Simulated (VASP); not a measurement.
Here is a VASP 6.6.1 calculation.

The input POSCAR:

```
Ti2TeS
1.0
    3.4460475401      0.0000000000      0.0000000000
   -1.7230237701      2.9843647124      0.0000000000
    0.0000000000      0.0000000000      6.9695884967
Ti Te S
2 1 1
Direct
    0.0000000000      0.0000000000      0.7187792552
    0.0000000000      0.0000000000      0.2812207448
    0.3333333333      0.6666666667      0.0000000000
    0.6666666667      0.3333333333      0.5000000000
```

File INCAR.step1:

```
ALGO = Normal
EDIFF = 1E-5
ENCUT = 550
GGA = PE
GGA_COMPAT = F
ISMEAR = 0
LASPH = T
LCHARG = F
LREAL = F
LWAVE = T
NBANDS = 26
NELM = 120
PREC = Accurate
SIGMA = 0.1
```

File INCAR.step2:

```
ALGO = Normal
EDIFF = 1E-6
ENCUT = 550
GGA_COMPAT = F
ISIF = 2
ISMEAR = 0
ISTART = 1
LASPH = T
LCHARG = T
LELF = T
LMIXTAU = T
LREAL = F
LVHAR = T
LWAVE = F
METAGGA = R2SCAN
NBANDS = 26
NELM = 120
PREC = Accurate
SIGMA = 0.1
```

File KPOINTS:

```
k-points
0
Gamma
  12 12 6
```

Potentials or basis: VASP PAW PBE potentials, release 64 (Ti_sv, Te, S).

The run is started by

```console
$ cat potpaw_PBE.64/Ti_sv/POTCAR potpaw_PBE.64/Te/POTCAR potpaw_PBE.64/S/POTCAR > POTCAR
$ cp INCAR.step1 INCAR
$ mpirun -np 1 vasp_std > vasp.out
$ cp INCAR.step2 INCAR
$ mpirun -np 1 vasp_std > vasp.out
```

Question: What does it give for the pressure?

Answer: -0.3 GPa.

Question: Predict the band gap on the k mesh.

Answer: Zero (bands 18 and 19 overlap by 0.55 eV).

Question: Predict the largest force.

Answer: 0.079 eV/Å.

Forces in eV/Å, atoms in the order of the input:
```
Ti   0.000  0.000  0.079
Ti   0.000  0.000 -0.079
Te   0.000  0.000  0.000
S    0.000  0.000  0.000
```

Caveat: the PAW data sets were made with another functional, which shifts forces and pressure a little; spin-orbit coupling is left out, which moves the levels of the heavy elements.
